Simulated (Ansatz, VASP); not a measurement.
Ni: VASP beside Ansatz

```
Ni
1.0
     2.54184    0.00000    0.00000
    -1.27092    2.20130    0.00000
     0.00000    0.00000    4.16880
Ni
2
Cartesian
  0.0000 1.4675 1.0422
  1.2709 0.7338 3.1266
```

Alike in both runs: task single point; functional PBEsol; k mesh 17 × 17 × 9; occupations fermi-dirac, width 0.05 eV; collinear spin.

```csv
,VASP,Ansatz
version,VASP 6.6.1,Ansatz 0.2.0
potentials or method,"VASP PAW PBE potentials, release 64 (Ni), cutoff 520 eV","plane waves (420 eV) with PAW, scalar-relativistic"
valence electrons in the cell,20,36
```

Ansatz gave:

- pressure (GPa): -19.6
- traceless stress, the component that is largest in VASP (GPa): 0.09
- net moment per atom (μB): 0.67
- size of the moment on the site where the two differ most (μB): 0.71

**Question.** Estimate VASP's values.

**Answer.** Pressure (GPa): -19.3; traceless stress, the component that is largest in VASP (GPa): 0.02; net moment per atom (μB): 0.66; size of the moment on the site where the two differ most (μB): 0.68.

VASP's potentials were made for PBE, not for PBEsol, and Ansatz warns of the same on its side. Site moments also hang on the region over which each program counts them. VASP's potentials hold 20 valence electrons a cell and Ansatz's 36, so a difference there can come from the potentials and not from the codes.
